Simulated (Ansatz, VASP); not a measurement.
## One calculation of BeTe, two programs

The input INCAR:

```
SYSTEM = BeTe
  PREC = Accurate
  ENCUT = 520
  EDIFF = 1E-7
  ISMEAR = 0
  SIGMA = 0.01
  LREAL = .False.
  LASPH = .True.
  NELM = 150
  ALGO = Normal
  ISIF = 2
  LWAVE = .False.
  LCHARG = .False.
  MAGMOM = 0 0 0 0 0 0
  LORBIT = 11
  LSORBIT = .True.
  GGA_COMPAT = .False.
  LORBMOM = .True.
  GGA = PS
  NBANDS = 20
```

Contents of KPOINTS:

```
regular mesh
0
Gamma
  8 8 8
  0 0 0
```

Contents of POSCAR:

```
BeTe
1.0
    2.7479909279      2.7479909279      0.0000000000
   -2.7479909279      2.7479909279      0.0000000000
    0.0000000000      2.7479909279      2.7479909279
Be Te
1 1
Direct
    0.0000000000      0.0000000000      0.0000000000
    0.7500000000      0.2500000000      0.5000000000
```

Input for Ansatz:

```yaml
crystal:
  lattice:
    - [2.74799092792, 2.74799092792, 0.0]
    - [-2.74799092792, 2.74799092792, 0.0]
    - [0.0, 2.74799092792, 2.74799092792]
  atoms:
    - { symbol: Be, position: [0.0, 0.0, 0.0] }
    - { symbol: Te, position: [0.75, 0.25, 0.5] }
kpoints:
  mp_grid: { grid: [8, 8, 8] }
scf:
  occupations: { method: fixed }
  convergence: { dr2_threshold: 1.0e-10 }
hamiltonian:
  xc: pbesol
  pseudopotentials: { kind: all_electron, lapw: { basis_error: 0.0005 } }
magnetization:
  noncollinear: true
  spin_orbit: true
output:
  forces: true
  stress: true
  eigenstates:
    kpoints:
      - [0.0, 0.0, 0.0]
      - [-0.5, 0.5, 0.0]
      - [-0.5, -0.5, -0.5]
      - [0.0, 0.0, -0.5]
      - [0.0, -0.5, -0.5]
      - [0.0, 0.5, 0.0]
      - [-0.5, 0.0, 0.0]
      - [-0.5, 0.0, -0.5]
  eigenvalues: true
```

Alike in both runs: task single point; functional PBEsol; k mesh 8 × 8 × 8; non-collinear spin, spin-orbit coupling.

```csv
,VASP,Ansatz
version,VASP 6.6.1,Ansatz 0.2.0
potentials or method,"VASP PAW PBE potentials, release 64 (Be, Te), cutoff 520 eV",all-electron LAPW
occupations,"gaussian, width 0.01 eV",fixed
```

|  | VASP | Ansatz | Ansatz less VASP |
| --- | --- | --- | --- |
| pressure (GPa) | 4.3 | 4.0 | -0.35 |
| net moment per atom (μB) | 0.00 | 0.00 | 0.000 |

VASP's potentials were made for PBE, not for PBEsol. Ansatz ran all-electron here, and VASP with PAW potentials.
